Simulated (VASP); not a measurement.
# Os (Fm-3m) in VASP: single point with PBEsol

Aim: the single point of Os with PBEsol.

Program: VASP 6.6.1. These are calculated values, not measurements. Logs are shortened: lines on timing, memory, paths and dates and some standing lists are left out, and cuts for length are marked.

### Step 1. The cell of the first run

It takes space group Fm-3m (No. 225, cubic). Conventional cell: a = 3.821 Å, b = 3.821 Å, c = 3.821 Å, α = 90.00°, β = 90.00°, γ = 90.00°. Within 3.6 Å of Os (site symmetry m-3m) lie 12 Os at 2.70 Å.

### Step 2. Single point, PBEsol

The input, INCAR:

```
SYSTEM = Os
  ALGO = Normal
  EDIFF = 1E-6
  ENCUT = 520
  GGA = PS
  ISIF = 2
  ISMEAR = -1
  LASPH = .TRUE.
  LCHARG = .TRUE.
  LELF = .TRUE.
  LREAL = .FALSE.
  LVHAR = .TRUE.
  LWAVE = .FALSE.
  NBANDS = 10
  NELM = 80
  PREC = Accurate
  SIGMA = 0.13605693000000002
```

The input, KPOINTS:

```
k-points
0
G
  15 15 15
  0 0 0
```

The input, POSCAR:

```
Os
1.0
    0.0000000000      1.9105141932      1.9105141932
    1.9105141932      0.0000000000      1.9105141932
    1.9105141932      1.9105141932      0.0000000000
Os
1
Direct
    0.0000000000      0.0000000000      0.0000000000
```

Potentials or basis: VASP PAW PBE potentials, release 64 (Os).

Command:

```sh
$ cat potpaw_PBE.64/Os/POTCAR > POTCAR
$ mpirun -np 1 vasp_std > vasp.out
```

OUTCAR:

```text
SYSTEM = Os
   EDIFF = 1E-6
   ENCUT = 520
   GGA = PS
   ISIF = 2
   ISMEAR = -1
   LASPH = .TRUE.
   LREAL = .FALSE.
   NELM = 80
   PREC = Accurate

 ion  position               nearest neighbor table
   1  0.000  0.000  0.000-

  LATTYP: Found a face centered cubic cell.
 ALAT       =     3.8210283864

  Lattice vectors:

 A1 = (   0.0000000000,   1.9105141932,   1.9105141932)
 A2 = (   1.9105141932,   0.0000000000,   1.9105141932)
 A3 = (   1.9105141932,   1.9105141932,   0.0000000000)

Analysis of symmetry for initial positions (statically):
=====================================================================
 Subroutine PRICEL returns:
 Original cell was already a primitive cell.

 Routine SETGRP: Setting up the symmetry group for a
 face centered cubic supercell.

 Subroutine GETGRP returns: Found 48 space group operations
 (whereof 48 operations were pure point group operations)
 out of a pool of 48 trial point group operations.

The static configuration has the point symmetry O_h .

Analysis of symmetry for dynamics (positions and initial velocities):
=====================================================================
 Subroutine PRICEL returns:
 Original cell was already a primitive cell.

 Routine SETGRP: Setting up the symmetry group for a
 face centered cubic supercell.

 Subroutine GETGRP returns: Found 48 space group operations
 (whereof 48 operations were pure point group operations)
 out of a pool of 48 trial point group operations.

The dynamic configuration has the point symmetry O_h .

 Subroutine INISYM returns: Found 48 space group operations
 (whereof 48 operations are pure point group operations),
 and found     1 'primitive' translations

----------------------------------------------------------------------------------------

                                     Primitive cell

  volume of cell :      13.9470

  direct lattice vectors                    reciprocal lattice vectors
     0.000000000  1.910514193  1.910514193    -0.261709650  0.261709650  0.261709650
     1.910514193  0.000000000  1.910514193     0.261709650 -0.261709650  0.261709650
     1.910514193  1.910514193  0.000000000     0.261709650  0.261709650 -0.261709650

  length of vectors
     2.701875083  2.701875083  2.701875083     0.453294410  0.453294410  0.453294410

  position of ions in fractional coordinates (direct lattice)
     0.000000000  0.000000000  0.000000000

  ion indices of the primitive-cell ions
   primitive index   ion index
                 1           1

----------------------------------------------------------------------------------------

 KPOINTS: k-points

Automatic generation of k-mesh.
 Grid dimensions read from file:
 generate k-points for:   15   15   15

 Generating k-lattice:

  Cartesian coordinates                     Fractional coordinates (reciprocal lattice)
    -0.017447310  0.017447310  0.017447310     0.066666667  0.000000000  0.000000000
     0.017447310 -0.017447310  0.017447310     0.000000000  0.066666667  0.000000000
     0.017447310  0.017447310 -0.017447310     0.000000000  0.000000000  0.066666667

  Length of vectors
     0.030219627  0.030219627  0.030219627

  Shift w.r.t. Gamma in fractional coordinates (k-lattice)
     0.000000000  0.000000000  0.000000000

 Subroutine IBZKPT returns following result:
 ===========================================

 Found    120 irreducible k-points:

 Following reciprocal coordinates:
            Coordinates               Weight
  0.000000  0.000000  0.000000      1.000000
  0.066667  0.000000  0.000000      8.000000
  0.133333  0.000000  0.000000      8.000000
  0.200000  0.000000  0.000000      8.000000
  0.266667  0.000000  0.000000      8.000000
  0.333333  0.000000  0.000000      8.000000
[... 16 lines left out ...]
  0.133333  0.133333  0.000000      6.000000
  0.200000  0.133333  0.000000     24.000000
 [... further k-points ...]
   k-points           NKPTS =    120   k-points in BZ     NKDIM =    120   number of bands    NBANDS=     10
   number of dos      NEDOS =    301   number of ions     NIONS =      1
   total plane-waves  NPLWV =   8000
   dimension x,y,z NGX =    20 NGY =   20 NGZ =   20
   dimension x,y,z NGXF=    40 NGYF=   40 NGZF=   40
   ions per type =               1
   NGX,Y,Z   is equivalent  to a cutoff of  12.31, 12.31, 12.31 a.u.
   NGXF,Y,Z  is equivalent  to a cutoff of  24.61, 24.61, 24.61 a.u.
 SYSTEM =  Os
   PREC   = accura    normal or accurate (medium, high low for compatibility)
   ISTART =      0    job   : 0-new  1-cont  2-samecut
   ICHARG =      2    charge: 1-file 2-atom 10-const
   ISPIN  =      1    spin polarized calculation?
   LNONCOLLINEAR =      F non collinear calculations
   LSORBIT =      F    spin-orbit coupling
   LASPH  =      T    aspherical Exc in radial PAW
   ENCUT  =  520.0 eV  38.22 Ry    6.18 a.u.   5.02  5.02  5.02*2*pi/ulx,y,z
   NELM   =     80;   NELMIN=  2; NELMDL= -5     # of ELM steps
   EDIFF  = 0.1E-05   stopping-criterion for ELM
   LREAL  =      F    real-space projection
   EDIFFG = 0.1E-04   stopping-criterion for IOM
   NSW    =      0    number of steps for IOM
   IBRION =     -1    ionic relax: 0-MD 1-quasi-New 2-CG
   NFREE  =      0    steps in history (QN), initial steepest desc. (CG)
   ISIF   =      2    stress and relaxation
   ISYM   =      2    0-nonsym 1-usesym 2-fastsym
   POTIM  = 0.5000    time-step for ionic-motion
   TEBEG  =    0.0;   TEEND  =   0.0 temperature during run
   PSTRESS=    0.0 pullay stress
   NELECT =       8.0000    total number of electrons
   NUPDOWN=      -1.0000    fix difference up-down
   EMIN   =  10.00;   EMAX   =-10.00  energy-range for DOS
   EFERMI =   0.00;   METHOD = LEGACY
   ISMEAR =    -1;   SIGMA  =   0.14  broadening in eV -4-tet -1-fermi 0-gaus
   EFERMI_NEDOS =   21; number of points for ismear=-14 and -15
   IALGO  =     38    algorithm
   IMIX   =      4    mixing-type and parameters
     AMIX     =   0.40;   BMIX     =  1.00
     AMIX_MAG =   1.60;   BMIX_MAG =  1.00
  volume/ion in A,a.u.               =      13.95        94.12
  Fermi-wavevector in a.u.,A,eV,Ry     =   1.360226  2.570455 25.173718  1.850216
  Thomas-Fermi vector in A             =   2.486907
   LORBIT       =      0    0 simple, 1 ext, 2 COOP (PROOUT), +10 PAW based schemes
   GGA     = PS    functional components
   LHFCALC =     F    Hartree Fock is set to
   AEXX    =    0.0000 exact exchange contribution
   IVDW    =     0    specifies the selected vdW correction
   LEPSILON=     F    determine dielectric tensor
   LRPA    =     F    only Hartree local field effects (RPA)
 non-spin polarized calculation
  energy-cutoff  :      520.00
  volume of cell :       13.95
 maximum number of plane-waves:       384
   NGX =  9   NGY =  9   NGZ =  9

 number of electron       7.9999999 magnetization

 Free energy of the ion-electron system (eV)
  ---------------------------------------------------
  ext. energy  EPLUGINS =         0.00000000
  ---------------------------------------------------
  free energy    TOTEN  =       -12.12985704 eV

  energy without entropy =      -12.08793524  energy(sigma->0) =      -12.10889614

 E-fermi :   9.2393     XC(G=0): -14.1686

 val. band max:        9.2323478796   @ k =  -0.4000   0.3333   0.0000
 cond. band min:       9.2888790653   @ k =  -0.2667   0.0667   0.0000
 fundamental gap:      0.0565311857
 Fermi energy:         9.2392507255

 k-point     1 :       0.0000    0.0000    0.0000
  band No.  band energies     occupation
      1      -1.6730      2.00000
      2       6.2056      2.00000
      3       6.2056      2.00000
      4       6.2056      2.00000
      5       9.2923      0.80762
      6       9.2923      0.80762
      7      23.4984      0.00000
      8      29.3203      0.00000
      9      29.3203      0.00000
     10      29.3203      0.00000

 k-point     2 :       0.0667    0.0000    0.0000
  band No.  band energies     occupation
      1      -1.4639      2.00000
      2       6.0780      2.00000
      3       6.3010      2.00000
      4       6.3010      2.00000
      5       9.2224      1.06167
      6       9.2224      1.06167
      7      23.8896      0.00000
      8      28.2848      0.00000
      9      29.6930      0.00000
     10      29.6930      0.00000

 k-point     3 :       0.1333    0.0000    0.0000
  band No.  band energies     occupation
      1      -0.8708      2.00000
      2       5.7748      2.00000
      3       6.5316      2.00000
      4       6.5316      2.00000
      5       9.0953      1.48453
      6       9.0953      1.48453
      7      24.8901      0.00000
      8      26.5672      0.00000
      9      30.7652      0.00000
     10      30.7652      0.00000

 k-point     4 :       0.2000    0.0000    0.0000
  band No.  band energies     occupation
      1      -0.0169      2.00000
      2       5.5103      2.00000
      3       6.7107      2.00000
      4       6.7107      2.00000
      5       9.1520      1.30997
      6       9.1520      1.30997
      7      24.5583      0.00000
      8      26.4877      0.00000
      9      32.4118      0.00000
     10      32.4118      0.00000
[... 222 lines left out ...]
 k-point    22 :      -0.0667    0.0667    0.0000
  band No.  band energies     occupation
      1      -1.1249      2.00000
      2       5.8548      2.00000
      3       6.4351      2.00000
      4       6.4944      2.00000
      5       8.9360      1.80564
      6       9.3220      0.70502
      7      24.5059      0.00000
      8      27.4259      0.00000
      9      29.6306      0.00000
     10      30.6121      0.00000

 k-point    23 :       0.1333    0.1333    0.0000
  band No.  band energies     occupation
      1      -0.5964      2.00000
      2       5.3467      2.00000
      3       6.8662      2.00000
      4       6.8662      2.00000
      5       8.2669      1.99843
      6       9.6389      0.10067
      7      25.4954      0.00000
      8      27.7158      0.00000
      9      29.7897      0.00000
     10      29.7897      0.00000

 k-point    24 :       0.2000    0.1333    0.0000
  band No.  band energies     occupation
      1       0.0647      2.00000
      2       4.9784      2.00000
      3       7.0644      2.00000
      4       7.1900      2.00000
      5       8.0511      1.99968
      6       9.8231      0.02701
      7      26.5178      0.00000
      8      26.8173      0.00000
      9      30.1104      0.00000
     10      30.6365      0.00000

 [... further k-points ...]
[... 5 lines left out ...]
  --------------------------------------------------------------------------------------
  -------------------------------------------------------------------------------------
  Total        0.0452559      0.0452559      0.0452559     -0.0000000     -0.0000000     -0.0000000
  in kB        5.1988277      5.1988277      5.1988277     -0.0000000     -0.0000000     -0.0000000
  external PRESSURE =       5.1988277 kB  Pullay stress =       0.0000000 kB

 VOLUME and BASIS-vectors are now :
 -----------------------------------------------------------------------------
  energy-cutoff  :      520.00
  volume of cell :       13.95
      direct lattice vectors                 reciprocal lattice vectors
     0.000000000  1.910514193  1.910514193    -0.261709650  0.261709650  0.261709650
     1.910514193  0.000000000  1.910514193     0.261709650 -0.261709650  0.261709650
     1.910514193  1.910514193  0.000000000     0.261709650  0.261709650 -0.261709650

 POSITION                                       TOTAL-FORCE (eV/Angst)
 -----------------------------------------------------------------------------------
      0.00000      0.00000      0.00000         0.000000      0.000000     -0.000000
 -----------------------------------------------------------------------------------
    total drift:                                0.000000      0.000000     -0.000000

  FREE ENERGIE OF THE ION-ELECTRON SYSTEM (eV)
  ---------------------------------------------------
  free  energy   TOTEN  =       -12.1298570403 eV

  energy  without entropy=      -12.0879352420  energy(sigma->0) =      -12.10889614
```

It took 9.8 s on 1 thread of Intel Xeon 6975P-C, shared host; peak memory 0.14 GiB.

What came out:

```
Free energy            : -12.1299 eV
Pressure               : 0.5 GPa
Band gap on the k mesh : zero (band 4 reaches 11.66 eV, above the bottom of band 5 at 7.67 eV)
```

Caveat: the PAW data sets were made with another functional, which shifts forces and pressure a little; spin-orbit coupling is left out, which moves the levels of the heavy elements.
